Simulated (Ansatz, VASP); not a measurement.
Sn2SeS3 in VASP and in Ansatz

```
CELL_PARAMETERS angstrom
4.11016 0.00000 0.00000
0.00000 4.11016 0.00000
0.00000 0.00000 9.06741
ATOMIC_POSITIONS crystal
Sn 0.50000 0.00000 0.73919
Sn 0.00000 0.50000 0.26081
Se 0.50000 0.50000 0.00000
S 0.50000 0.00000 0.38377
S 0.00000 0.50000 0.61623
S 0.00000 0.00000 0.00000
```

Change from the starting cell: species swapped into the Zr2Sb3Pd type (P-4m2, No. 115).

Alike in both runs: task relaxation of cell and atoms; functional PBE; k mesh 4 × 4 × 2; occupations gaussian, width 0.1 eV; no spin polarisation.

|  | VASP | Ansatz |
| --- | --- | --- |
| version | VASP 6.6.1 | Ansatz 0.2.0 |
| potentials or method | VASP PAW PBE potentials, release 64 (Sn_d, Se, S), cutoff 600 eV | scalar-relativistic, plane waves, PAW |
| valence electrons in the cell | 52 | 62 |

VASP gave:

* gap on the k mesh at the Fermi level, each at its own relaxed structure (eV): none
* relaxed volume (Å³/atom): 22.42
* relaxed length of the cell vector where the two differ most in proportion (Å): 9.083

Question: Which values does Ansatz return?

Answer: gap on the k mesh at the Fermi level, each at its own relaxed structure (eV): none; relaxed volume (Å³/atom): 22.43; relaxed length of the cell vector where the two differ most in proportion (Å): 9.073.

A gap of «none» marks a metal or a gap that the smearing closes. VASP's potentials hold 52 valence electrons a cell and Ansatz's 62, so a difference there can come from the potentials and not from the codes.

The k mesh is coarse, so the values compare programs but aren't converged.
